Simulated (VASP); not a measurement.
# Ho3N (Fm-3m) in VASP: notebook

The runs below take Ho3N through single point, with PBE.

All numbers are computed with VASP 6.6.1; they aren't measurements. Logs are shortened: lines on timing, memory, paths and dates and some standing lists are left out, and cuts for length are marked.

## 1. The cell of the first run

Symmetry: Fm-3m, No. 225, cubic system. The conventional cell has a = 7.138 Å, b = 7.138 Å, c = 7.138 Å, α = 90.00°, β = 90.00°, γ = 90.00°. Within 4.1 Å of Ho (site symmetry m-3m) lie 8 Ho at 3.09 Å and 6 N at 3.57 Å. Within 4.1 Å of Ho (site symmetry -43m) lie 4 N at 3.09 Å and 10 Ho at 3.09 to 3.57 Å. N (site symmetry m-3m) has 14 Ho at 3.09 to 3.57 Å within 4.1 Å.

The cell was built from a structure type or drawn by symmetry, and may not be a known phase.

## 2. Single point, PBE

Contents of INCAR:

```
SYSTEM = Ho3N
ALGO = Normal
EDIFF = 1E-6
ENCUT = 600
GGA = PE
GGA_COMPAT = .FALSE.
ISIF = 2
ISMEAR = 0
LASPH = .TRUE.
LCHARG = .FALSE.
LMAXMIX = 6
LREAL = .FALSE.
LWAVE = .FALSE.
NBANDS = 24
NELM = 200
PREC = Accurate
SIGMA = 0.2
```

Contents of KPOINTS:

```
k-points
0
G
  5 5 5
  0 0 0
```

Contents of POSCAR:

```
Ho3N
1.0
    0.0000000000      3.5688633937      3.5688633937
    3.5688633937      0.0000000000      3.5688633937
    3.5688633937      3.5688633937      0.0000000000
Ho N
3 1
Direct
    0.5000000000      0.5000000000      0.5000000000
    0.7500000000      0.7500000000      0.7500000000
    0.2500000000      0.2500000000      0.2500000000
    0.0000000000      0.0000000000      0.0000000000
```

Potentials or basis: VASP PAW PBE potentials, release 64 (Ho_3, N), 4f in core.

On the command line:

```console
cat potpaw_PBE.64/Ho_3/POTCAR potpaw_PBE.64/N/POTCAR > POTCAR
mpirun -np 1 vasp_std > vasp.out
```

OUTCAR:

```text
SYSTEM = Ho3N
   EDIFF = 1E-6
   ENCUT = 600
   GGA = PE
   ISIF = 2
   ISMEAR = 0
   LASPH = .TRUE.
   LREAL = .FALSE.
   NELM = 200
   PREC = Accurate

 ion  position               nearest neighbor table
   1  0.500  0.500  0.500-   3 3.09   3 3.09   3 3.09   2 3.09   3 3.09   2 3.09   2 3.09   2 3.09

   2  0.750  0.750  0.750-   1 3.09   1 3.09   1 3.09   1 3.09   3 3.57   3 3.57   3 3.57   3 3.57
                             3 3.57   3 3.57
   3  0.250  0.250  0.250-   1 3.09   1 3.09   1 3.09   1 3.09   2 3.57   2 3.57   2 3.57   2 3.57
                             2 3.57   2 3.57
   4  0.000  0.000  0.000-

  LATTYP: Found a face centered cubic cell.
 ALAT       =     7.1377267874

  Lattice vectors:

 A1 = (   0.0000000000,   3.5688633937,   3.5688633937)
 A2 = (   3.5688633937,   0.0000000000,   3.5688633937)
 A3 = (   3.5688633937,   3.5688633937,   0.0000000000)

Analysis of symmetry for initial positions (statically):
=====================================================================
 Subroutine PRICEL returns:
 Original cell was already a primitive cell.

 Routine SETGRP: Setting up the symmetry group for a
 face centered cubic supercell.

 Subroutine GETGRP returns: Found 48 space group operations
 (whereof 48 operations were pure point group operations)
 out of a pool of 48 trial point group operations.

The static configuration has the point symmetry O_h .

Analysis of symmetry for dynamics (positions and initial velocities):
=====================================================================
 Subroutine PRICEL returns:
 Original cell was already a primitive cell.

 Routine SETGRP: Setting up the symmetry group for a
 face centered cubic supercell.

 Subroutine GETGRP returns: Found 48 space group operations
 (whereof 48 operations were pure point group operations)
 out of a pool of 48 trial point group operations.

The dynamic configuration has the point symmetry O_h .

 Subroutine INISYM returns: Found 48 space group operations
 (whereof 48 operations are pure point group operations),
 and found     1 'primitive' translations

----------------------------------------------------------------------------------------

                                     Primitive cell

  volume of cell :      90.9117

  direct lattice vectors                    reciprocal lattice vectors
     0.000000000  3.568863394  3.568863394    -0.140100627  0.140100627  0.140100627
     3.568863394  0.000000000  3.568863394     0.140100627 -0.140100627  0.140100627
     3.568863394  3.568863394  0.000000000     0.140100627  0.140100627 -0.140100627

  length of vectors
     5.047135014  5.047135014  5.047135014     0.242661405  0.242661405  0.242661405

  position of ions in fractional coordinates (direct lattice)
     0.500000000  0.500000000  0.500000000
     0.750000000  0.750000000  0.750000000
     0.250000000  0.250000000  0.250000000
     0.000000000  0.000000000  0.000000000

  ion indices of the primitive-cell ions
   primitive index   ion index
                 1           1
                 2           2
                 3           3
                 4           4

----------------------------------------------------------------------------------------

 KPOINTS: k-points

Automatic generation of k-mesh.
 Grid dimensions read from file:
 generate k-points for:    5    5    5

 Generating k-lattice:

  Cartesian coordinates                     Fractional coordinates (reciprocal lattice)
    -0.028020125  0.028020125  0.028020125     0.200000000  0.000000000  0.000000000
     0.028020125 -0.028020125  0.028020125     0.000000000  0.200000000  0.000000000
     0.028020125  0.028020125 -0.028020125     0.000000000  0.000000000  0.200000000

  Length of vectors
     0.048532281  0.048532281  0.048532281

  Shift w.r.t. Gamma in fractional coordinates (k-lattice)
     0.000000000  0.000000000  0.000000000

 Subroutine IBZKPT returns following result:
 ===========================================

 Found     10 irreducible k-points:

 Following reciprocal coordinates:
            Coordinates               Weight
  0.000000  0.000000  0.000000      1.000000
  0.200000  0.000000  0.000000      8.000000
  0.400000  0.000000  0.000000      8.000000
  0.200000  0.200000  0.000000      6.000000
  0.400000  0.200000  0.000000     24.000000
 -0.400000  0.200000  0.000000     24.000000
 -0.200000  0.200000  0.000000     12.000000
  0.400000  0.400000  0.000000      6.000000
 -0.400000  0.400000  0.000000     12.000000
 -0.400000  0.400000  0.200000     24.000000
   k-points           NKPTS =     10   k-points in BZ     NKDIM =     10   number of bands    NBANDS=     24
   number of dos      NEDOS =    301   number of ions     NIONS =      4
   total plane-waves  NPLWV =  64000
   dimension x,y,z NGX =    40 NGY =   40 NGZ =   40
   dimension x,y,z NGXF=    80 NGYF=   80 NGZF=   80
   ions per type =               3   1
   NGX,Y,Z   is equivalent  to a cutoff of  13.18, 13.18, 13.18 a.u.
   NGXF,Y,Z  is equivalent  to a cutoff of  26.35, 26.35, 26.35 a.u.
 SYSTEM =  Ho3N
   PREC   = accura    normal or accurate (medium, high low for compatibility)
   ISTART =      0    job   : 0-new  1-cont  2-samecut
   ICHARG =      2    charge: 1-file 2-atom 10-const
   ISPIN  =      1    spin polarized calculation?
   LNONCOLLINEAR =      F non collinear calculations
   LSORBIT =      F    spin-orbit coupling
   LASPH  =      T    aspherical Exc in radial PAW
   ENCUT  =  600.0 eV  44.10 Ry    6.64 a.u.  10.08 10.08 10.08*2*pi/ulx,y,z
   NELM   =    200;   NELMIN=  2; NELMDL= -5     # of ELM steps
   EDIFF  = 0.1E-05   stopping-criterion for ELM
   LREAL  =      F    real-space projection
   EDIFFG = 0.1E-04   stopping-criterion for IOM
   NSW    =      0    number of steps for IOM
   IBRION =     -1    ionic relax: 0-MD 1-quasi-New 2-CG
   NFREE  =      0    steps in history (QN), initial steepest desc. (CG)
   ISIF   =      2    stress and relaxation
   ISYM   =      2    0-nonsym 1-usesym 2-fastsym
   POTIM  = 0.5000    time-step for ionic-motion
   TEBEG  =    0.0;   TEEND  =   0.0 temperature during run
   PSTRESS=    0.0 pullay stress
   NELECT =      32.0000    total number of electrons
   NUPDOWN=      -1.0000    fix difference up-down
   EMIN   =  10.00;   EMAX   =-10.00  energy-range for DOS
   EFERMI =   0.00;   METHOD = LEGACY
   ISMEAR =     0;   SIGMA  =   0.20  broadening in eV -4-tet -1-fermi 0-gaus
   EFERMI_NEDOS =   21; number of points for ismear=-14 and -15
   IALGO  =     38    algorithm
   IMIX   =      4    mixing-type and parameters
     AMIX     =   0.40;   BMIX     =  1.00
     AMIX_MAG =   1.60;   BMIX_MAG =  1.00
  volume/ion in A,a.u.               =      22.73       153.38
  Fermi-wavevector in a.u.,A,eV,Ry     =   1.155895  2.184324 18.178640  1.336092
  Thomas-Fermi vector in A             =   2.292519
   LORBIT       =      0    0 simple, 1 ext, 2 COOP (PROOUT), +10 PAW based schemes
   GGA     = PE    functional components
   LHFCALC =     F    Hartree Fock is set to
   AEXX    =    0.0000 exact exchange contribution
   IVDW    =     0    specifies the selected vdW correction
   LEPSILON=     F    determine dielectric tensor
   LRPA    =     F    only Hartree local field effects (RPA)
 non-spin polarized calculation
 Gauss-broadening in eV      SIGMA  =   0.20
  energy-cutoff  :      600.00
  volume of cell :       90.91
 maximum number of plane-waves:      3071
   NGX = 21   NGY = 21   NGZ = 21

 number of electron      31.9999997 magnetization

 Free energy of the ion-electron system (eV)
  ---------------------------------------------------
  ext. energy  EPLUGINS =         0.00000000
  ---------------------------------------------------
  free energy    TOTEN  =       -17.95681809 eV

  energy without entropy =      -17.86520466  energy(sigma->0) =      -17.91101137

 E-fermi :   3.5832     XC(G=0): -10.4759

 val. band max:        3.5155269633   @ k =   0.4000   0.4000   0.0000
 cond. band min:       3.5917789825   @ k =  -0.4000   0.4000   0.0000
 fundamental gap:      0.0762520192
 Fermi energy:         3.5832168989

 k-point     1 :       0.0000    0.0000    0.0000
  band No.  band energies     occupation
      1     -20.6962      2.00000
      2     -20.6962      2.00000
      3     -20.6962      2.00000
      4     -20.4751      2.00000
      5     -20.4751      2.00000
      6     -20.4751      2.00000
[... 16 lines left out ...]
     23       8.4726      0.00000
     24       8.4730      0.00000

 k-point     2 :       0.2000    0.0000    0.0000
  band No.  band energies     occupation
      1     -20.7715      2.00000
      2     -20.7587      2.00000
      3     -20.7587      2.00000
      4     -20.4187      2.00000
      5     -20.4187      2.00000
      6     -20.3299      2.00000
[... 16 lines left out ...]
     23       7.7032      0.00000
     24       7.7032      0.00000

 k-point     3 :       0.4000    0.0000    0.0000
  band No.  band energies     occupation
      1     -20.8275      2.00000
      2     -20.8275      2.00000
      3     -20.7681      2.00000
      4     -20.3626      2.00000
      5     -20.3626      2.00000
      6     -20.3315      2.00000
[... 16 lines left out ...]
     23       6.2995      0.00000
     24       6.2995      0.00000

 k-point     4 :       0.2000    0.2000    0.0000
  band No.  band energies     occupation
      1     -20.8390      2.00000
      2     -20.8390      2.00000
      3     -20.6724      2.00000
      4     -20.3710      2.00000
      5     -20.3471      2.00000
      6     -20.3471      2.00000
[... 16 lines left out ...]
     23       7.7013      0.00000
     24       7.9296      0.00000

 k-point     5 :       0.4000    0.2000    0.0000
  band No.  band energies     occupation
      1     -20.9024      2.00000
      2     -20.8864      2.00000
      3     -20.7009      2.00000
      4     -20.3455      2.00000
      5     -20.2920      2.00000
      6     -20.2861      2.00000
[... 16 lines left out ...]
     23       6.8200      0.00000
     24       7.1900      0.00000

 k-point     6 :      -0.4000    0.2000    0.0000
  band No.  band energies     occupation
      1     -20.8825      2.00000
      2     -20.8706      2.00000
      3     -20.7558      2.00000
      4     -20.4232      2.00000
      5     -20.3077      2.00000
      6     -20.2438      2.00000
[... 16 lines left out ...]
     23       5.8668      0.00000
     24       6.5458      0.00000

 k-point     7 :      -0.2000    0.2000    0.0000
  band No.  band energies     occupation
      1     -20.8253      2.00000
      2     -20.8163      2.00000
      3     -20.7978      2.00000
      4     -20.3810      2.00000
      5     -20.3375      2.00000
      6     -20.2636      2.00000
[... 16 lines left out ...]
     23       6.7154      0.00000
     24       7.2203      0.00000

 k-point     8 :       0.4000    0.4000    0.0000
  band No.  band energies     occupation
      1     -20.9799      2.00000
      2     -20.9799      2.00000
      3     -20.5899      2.00000
      4     -20.3283      2.00000
      5     -20.2181      2.00000
      6     -20.2181      2.00000
[... 16 lines left out ...]
     23       6.3366      0.00000
     24       7.9758      0.00000

 k-point     9 :      -0.4000    0.4000    0.0000
  band No.  band energies     occupation
      1     -20.9700      2.00000
      2     -20.9639      2.00000
      3     -20.5665      2.00000
      4     -20.5295      2.00000
      5     -20.2254      2.00000
      6     -20.1739      2.00000
[... 16 lines left out ...]
     23       6.3692      0.00000
     24       7.5323      0.00000

 k-point    10 :      -0.4000    0.4000    0.2000
  band No.  band energies     occupation
      1     -20.9852      2.00000
      2     -20.8399      2.00000
      3     -20.7234      2.00000
      4     -20.4761      2.00000
      5     -20.2260      2.00000
      6     -20.1942      2.00000
[... 16 lines left out ...]
     23       6.3217      0.00000
     24       6.5341      0.00000

------------------------ aborting loop because EDIFF is reached ----------------------------------------

  FORCE on cell =-STRESS in cart. coord.  units (eV):
  Direction    XX          YY          ZZ          XY          YZ          ZX
  --------------------------------------------------------------------------------------
  -------------------------------------------------------------------------------------
  Total        0.2121317      0.2121317      0.2121317     -0.0000000     -0.0000000      0.0000000
  in kB        3.7384910      3.7384910      3.7384910     -0.0000000     -0.0000000      0.0000000
  external PRESSURE =       3.7384910 kB  Pullay stress =       0.0000000 kB

 VOLUME and BASIS-vectors are now :
 -----------------------------------------------------------------------------
  energy-cutoff  :      600.00
  volume of cell :       90.91
      direct lattice vectors                 reciprocal lattice vectors
     0.000000000  3.568863394  3.568863394    -0.140100627  0.140100627  0.140100627
     3.568863394  0.000000000  3.568863394     0.140100627 -0.140100627  0.140100627
     3.568863394  3.568863394  0.000000000     0.140100627  0.140100627 -0.140100627

 POSITION                                       TOTAL-FORCE (eV/Angst)
 -----------------------------------------------------------------------------------
      3.56886      3.56886      3.56886         0.000000      0.000000      0.000000
      5.35330      5.35330      5.35330        -0.000000     -0.000000      0.000000
      1.78443      1.78443      1.78443         0.000000     -0.000000     -0.000000
      0.00000      0.00000      0.00000         0.000000      0.000000      0.000000
 -----------------------------------------------------------------------------------
    total drift:                               -0.000000      0.000000      0.000000

  FREE ENERGIE OF THE ION-ELECTRON SYSTEM (eV)
  ---------------------------------------------------
  free  energy   TOTEN  =       -17.9568180888 eV

  energy  without entropy=      -17.8652046592  energy(sigma->0) =      -17.91101137
```

Run time: 36 s. Hardware: 1 thread of Intel Xeon Platinum 8259CL at 2.50GHz (Skylake/Cascade Lake), shared host; peak memory 0.24 GiB.

Results:

```yaml
Free_energy: -17.9568 eV
Pressure: 0.4 GPa
Band_gap_on_the_k_mesh: zero (bands 16 and 17 overlap by 0.25 eV)
```

Levels at points of the mesh, in eV from the Fermi level:
```
           k point  band 14  band 15  band 16  band 17  band 18  band 19
(0.00, 0.00, 0.00)    -2.48    -1.46    -1.46     0.86     0.86     0.86
```

Caveat: spin-orbit coupling is left out, which moves the levels of the heavy elements; the 4f electrons are frozen in the core, so they carry no moment and show no levels; the run has no spin polarisation, though such a crystal can be magnetic. With open d or f shells a metallic result of PBE can be an artefact of self-interaction; +U or a hybrid may open a gap.

## 3. Single point, PBE

This run uses another cell than the first one, of 22.81 Å³/atom.

Contents of INCAR:

```
SYSTEM = Ho3N
PREC = Accurate ; ENCUT = 600
EDIFF = 1E-6 ; ISMEAR = 0
SIGMA = 0.2 ; LREAL = .False.
LASPH = .True. ; NELM = 200
ALGO = Normal ; ISIF = 2
LWAVE = .False. ; LCHARG = .False.
GGA = PE ; NBANDS = 24
GGA_COMPAT = .False. ; LMAXMIX = 6
```

Contents of KPOINTS:

```
regular mesh
0
Gamma
  5 5 5
  0 0 0
```

Contents of POSCAR:

```
Ho3N
1.0
    0.0000000000      3.5733679600      3.5733679600
    3.5733679600      0.0000000000      3.5733679600
    3.5733679600      3.5733679600      0.0000000000
Ho N
3 1
Direct
    0.2500000000      0.2500000000      0.2500000000
    0.0000000000      0.0000000000      0.0000000000
    0.7500000000      0.7500000000      0.7500000000
    0.5000000000      0.5000000000      0.5000000000
```

Potentials or basis: VASP PAW PBE potentials, release 64 (Ho_3, N), 4f in core.

On the command line:

```console
cat potpaw_PBE.64/Ho_3/POTCAR potpaw_PBE.64/N/POTCAR > POTCAR
mpirun -np 1 vasp_std > vasp.out
```

Run time: 34 s. Hardware: 1 thread of Intel Xeon Platinum 8259CL at 2.50GHz (Skylake/Cascade Lake), shared host; peak memory 0.24 GiB.

It converged, with:

```yaml
Free_energy: -17.9575 eV
Pressure: 0.2 GPa
Band_gap_on_the_k_mesh: zero (bands 16 and 17 overlap by 0.25 eV)
```

Levels at points of the mesh, in eV from the Fermi level:
```
           k point  band 13  band 14  band 15  band 16  band 17  band 18  band 19  band 20
(0.00, 0.00, 0.00)    -2.47    -2.47    -1.45    -1.45     0.85     0.85     0.85     2.46
```

Caveat: spin-orbit coupling is left out, which moves the levels of the heavy elements; the 4f electrons are frozen in the core, so they carry no moment and show no levels; the run has no spin polarisation, though such a crystal can be magnetic.
